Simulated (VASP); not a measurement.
# C (Pm-3m) in VASP: further runs, part 2 of 2

VASP 6.6.1.

## Step 3: Relaxation of cell and atoms, r2SCAN, target pressure 10 GPa, at which the enthalpy is minimised

POSCAR

```
C
1.0
    1.9500000000      0.0000000000      0.0000000000
    0.0000000000      1.9500000000      0.0000000000
    0.0000000000      0.0000000000      1.9500000000
C
1
Direct
    0.0000000000      0.0000000000      0.0000000000
```

INCAR.step1

```
PREC = Accurate
ENCUT = 600
ISMEAR = -1
SIGMA = 0.05
LREAL = F
LASPH = T
NELM = 80
GGA = PE
ALGO = Normal
EDIFF = 1E-4
LWAVE = T
LCHARG = F
```

INCAR.step2

```
PREC = Accurate
ENCUT = 600
EDIFF = 1E-7
ISMEAR = -1
SIGMA = 0.05
LREAL = F
LASPH = T
NELM = 80
ALGO = Normal
ISIF = 3
LWAVE = F
LCHARG = F
METAGGA = R2SCAN
LMIXTAU = T
IBRION = 2
NSW = 80
EDIFFG = -0.01
PSTRESS = 100.0
ISTART = 1
```

KPOINTS

```
regular mesh
0
Gamma
  9 9 9
```

Potentials or basis: VASP PAW PBE potentials, release 64 (C).

Command:

```
$ cat potpaw_PBE.64/C/POTCAR > POTCAR
$ cp INCAR.step1 INCAR
$ mpirun -np 1 vasp_std > vasp.out
$ cp INCAR.step2 INCAR
$ mpirun -np 1 vasp_std > vasp.out
```

OUTCAR:

```text
PREC = Accurate
   ENCUT = 600
   EDIFF = 1E-7
   ISMEAR = -1
   LREAL = F
   LASPH = T
   NELM = 80
   ISIF = 3
   METAGGA = R2SCAN
   IBRION = 2
   NSW = 80
   EDIFFG = -0.01
   PSTRESS = 100.0
   ISTART = 1

 ion  position               nearest neighbor table
   1  0.000  0.000  0.000-

  LATTYP: Found a simple cubic cell.
 ALAT       =     1.9500000000

  Lattice vectors:

 A1 = (   1.9500000000,   0.0000000000,   0.0000000000)
 A2 = (   0.0000000000,   1.9500000000,   0.0000000000)
 A3 = (   0.0000000000,   0.0000000000,   1.9500000000)

Analysis of symmetry for initial positions (statically):
=====================================================================
 Subroutine PRICEL returns:
 Original cell was already a primitive cell.

 Routine SETGRP: Setting up the symmetry group for a
 simple cubic supercell.

 Subroutine GETGRP returns: Found 48 space group operations
 (whereof 48 operations were pure point group operations)
 out of a pool of 48 trial point group operations.

The static configuration has the point symmetry O_h .

Analysis of symmetry for dynamics (positions and initial velocities):
=====================================================================
 Subroutine PRICEL returns:
 Original cell was already a primitive cell.

 Routine SETGRP: Setting up the symmetry group for a
 simple cubic supercell.
[... 132 lines left out ...]
   LEPSILON=     F    determine dielectric tensor
   LRPA    =     F    only Hartree local field effects (RPA)
 conjugate gradient relaxation of ions
 non-spin polarized calculation
  energy-cutoff  :      600.00
  volume of cell :        7.41
 maximum number of plane-waves:       265
 NGX is ok and might be reduce to    16
   NGX =  7   NGY =  7   NGZ =  7

--------------------------------------- Ionic step        1  -------------------------------------------

 number of electron       4.0000000 magnetization

 Free energy of the ion-electron system (eV)
  ---------------------------------------------------
  ext. energy  EPLUGINS =         0.00000000
  ---------------------------------------------------
  free energy    TOTEN  =        -6.67718751 eV

  energy without entropy =       -6.67230444  energy(sigma->0) =       -6.67474597

 E-fermi :   7.4079     XC(G=0): -13.3435

 val. band max:        7.2618148990   @ k =   0.3333   0.3333   0.0000
 cond. band min:       7.4449724510   @ k =   0.2222   0.0000   0.0000
 fundamental gap:      0.1831575520
 Fermi energy:         7.4079322464

 k-point     1 :       0.0000    0.0000    0.0000
  band No.  band energies     occupation
      1     -12.5179      2.00000
      2      14.6507      0.00000
      3      14.6507      0.00000
      4      14.6507      0.00000
      5      30.6747      0.00000
      6      30.6747      0.00000
[... 280 lines left out ...]
--------------------------------------- Ionic step        3  -------------------------------------------

 number of electron       4.0000000 magnetization

 Free energy of the ion-electron system (eV)
  ---------------------------------------------------
  ext. energy  EPLUGINS =         0.00000000
  ---------------------------------------------------
  free energy    TOTEN  =        -7.05255294 eV

  energy without entropy =       -7.04962536  energy(sigma->0) =       -7.05108915

 E-fermi :  11.9545     XC(G=0): -15.0109

 val. band max:       11.7923520299   @ k =   0.2222   0.0000   0.0000
 cond. band min:      12.0289005297   @ k =   0.2222   0.2222   0.1111
 fundamental gap:      0.2365484998
 Fermi energy:        11.9544991891

 k-point     1 :       0.0000    0.0000    0.0000
  band No.  band energies     occupation
      1     -12.4661      2.00000
      2      21.3859      0.00000
      3      21.3859      0.00000
      4      21.3859      0.00000
      5      37.9396      0.00000
      6      37.9396      0.00000
[... 239 lines left out ...]
  energy  without entropy=       -7.0496253575  energy(sigma->0) =       -7.05108915

  enthalpy is  TOTEN    =        -6.7113924913 eV   P V=        0.3411604458

 reached required accuracy - stopping structural energy minimisation
```

OUTCAR.step1:

```text
PREC = Accurate
   ENCUT = 600
   ISMEAR = -1
   LREAL = F
   LASPH = T
   NELM = 80
[... 430 lines left out ...]

 POSITION                                       TOTAL-FORCE (eV/Angst)
 -----------------------------------------------------------------------------------
      0.00000      0.00000      0.00000         0.000000      0.000000      0.000000
 -----------------------------------------------------------------------------------
    total drift:                               -0.000000     -0.000000     -0.000000

  FREE ENERGIE OF THE ION-ELECTRON SYSTEM (eV)
  ---------------------------------------------------
  free  energy   TOTEN  =        -6.1028961106 eV

  energy  without entropy=       -6.0977993200  energy(sigma->0) =       -6.10034772
```

Wall time 11 s (1 thread of Intel Xeon 6975P-C, shared host); peak memory 0.11 GiB.

Results:

```yaml
Free_energy: -7.0526 eV
Relaxed_volume: 5.47 Å³/atom
Relaxed_cell: a = 1.762 Å, b = 1.762 Å, c = 1.762 Å, α = 90.00°, β = 90.00°, γ = 90.00°
Space_group_after_relaxing_to_0.05_Å: Pm-3m (No. 221)
Energy_change_on_relaxing_the_enthalpy_is_what_falls: -375.4 meV/atom
Ionic_steps: 3
Pressure_after_relaxing: 9.8 GPa
Band_gap_on_the_k_mesh: zero (band 2 reaches 21.39 eV, above the bottom of band 3 at 9.49 eV)
```

Step by step:
| step | energy change (eV) | largest force (eV/Å) | pressure (GPa) | volume (Å³) |
| --- | --- | --- | --- | --- |
| 1 | 0.0000 | 0.0000 | -50.59 | 7.41 |
| 2 | -0.2079 | 0.0000 | 76.90 | 4.79 |
| 3 | -0.3754 | 0.0000 | 9.78 | 5.47 |

Final structure:
```yaml
crystal:
  lattice:
    - [1.76153, 0.00000, 0.00000]
    - [0.00000, 1.76153, 0.00000]
    - [0.00000, 0.00000, 1.76153]
  atoms:
    - { symbol: C, position: [0.00000, 0.00000, 0.00000] }
```

Levels at points of the mesh, in eV from the Fermi level:
```csv
k point,band 1,band 2,band 3,band 4,band 5,band 6
"(0.00, 0.00, 0.00)",-24.42,9.43,9.43,9.43,25.99,25.99
```

Caveat: the cell is relaxed towards a set pressure, so the enthalpy falls and the energy may rise; the volume moved by over 15 % at a fixed basis, so the end points are rough; the PAW data sets were made with another functional, which shifts forces and pressure a little.

## Step 4: Relaxation of cell and atoms, r2SCAN, target pressure 20 GPa, at which the enthalpy is minimised

POSCAR is that of step 3.

INCAR.step1

```
SYSTEM = C
PREC = Accurate
ENCUT = 600
ISMEAR = -1
SIGMA = 0.05
LREAL = .False.
LASPH = .True.
NELM = 100
GGA = PE
ALGO = Normal
EDIFF = 1E-4
LWAVE = .True.
LCHARG = .False.
```

INCAR.step2

```
SYSTEM = C
PREC = Accurate
ENCUT = 600
EDIFF = 1E-7
ISMEAR = -1
SIGMA = 0.05
LREAL = .False.
LASPH = .True.
NELM = 100
ALGO = Normal
ISIF = 3
LWAVE = .False.
LCHARG = .False.
METAGGA = R2SCAN
LMIXTAU = .True.
IBRION = 2
NSW = 80
EDIFFG = -0.01
PSTRESS = 200.0
ISTART = 1
```

KPOINTS

```
Automatic mesh
0
Gamma
  9 9 9
  0 0 0
```

Command:

```
$ cat potpaw_PBE.64/C/POTCAR > POTCAR
$ cp INCAR.step1 INCAR
$ mpirun -np 1 vasp_std > vasp.out
$ cp INCAR.step2 INCAR
$ mpirun -np 1 vasp_std > vasp.out
```

Wall time 19 s (1 thread of Intel Xeon 6975P-C, shared host); peak memory 0.11 GiB.

It converged, with:

| Item | Value |
| --- | --- |
| Free energy | -7.0403 eV |
| Relaxed volume | 5.33 Å³/atom |
| Relaxed cell | a = 1.747 Å, b = 1.747 Å, c = 1.747 Å, α = 90.00°, β = 90.00°, γ = 90.00° |
| Space group after relaxing (to 0.05 Å) | Pm-3m (No. 221) |
| Energy change on relaxing (the enthalpy is what falls) | -363.1 meV/atom |
| Ionic steps | 6 |
| Pressure after relaxing | 20.0 GPa |
| Band gap on the k mesh | zero (band 2 reaches 22.00 eV, above the bottom of band 3 at 10.00 eV) |

Step by step:
| step | energy change (eV) | largest force (eV/Å) | pressure (GPa) | volume (Å³) |
| --- | --- | --- | --- | --- |
| 1 | 0.0000 | 0.0000 | -50.59 | 7.41 |
| 2 | 0.0269 | 0.0000 | 134.29 | 4.43 |
| 3 | -0.3659 | 0.0000 | 18.13 | 5.36 |
| 4 | -0.3614 | 0.0000 | 21.12 | 5.32 |
| 5 | -0.3647 | 0.0000 | 18.94 | 5.35 |
| 6 | -0.3631 | 0.0000 | 20.00 | 5.33 |

Final structure:
```
C
1.0
     1.74715    0.00000    0.00000
     0.00000    1.74715    0.00000
     0.00000    0.00000    1.74715
C
1
Direct
  0.00000 0.00000 0.00000
```

Levels at points of the mesh, in eV from the Fermi level:
```csv
k point,band 1,band 2,band 3,band 4,band 5
"(0.00, 0.00, 0.00)",-24.80,9.66,9.66,9.66,26.26
```

Caveat: the cell is relaxed towards a set pressure, so the enthalpy falls and the energy may rise; the volume moved by over 15 % at a fixed basis, so the end points are rough; the PAW data sets were made with another functional, which shifts forces and pressure a little.

## Step 5: Overview

```tsv
cell	gap on the mesh (eV)	pressure (GPa)
relaxed to 5 GPa	none	5.2
relaxed to 10 GPa	none	9.8
relaxed to 20 GPa	none	20.0
```

Alike in all rows: task relaxation of cell and atoms; level r2SCAN; potentials or basis VASP PAW PBE potentials, release 64 (C); no spin polarisation; k mesh 9 × 9 × 9; cutoff (eV) 600; smearing fermi-dirac 0.05 eV.

Caveats: the cell is relaxed towards a set pressure, so the enthalpy falls and the energy may rise; the volume moved by over 15 % at a fixed basis, so the end points are rough; the PAW data sets were made with another functional, which shifts forces and pressure a little.

Absolute energies hang on the potentials; compare differences alone.
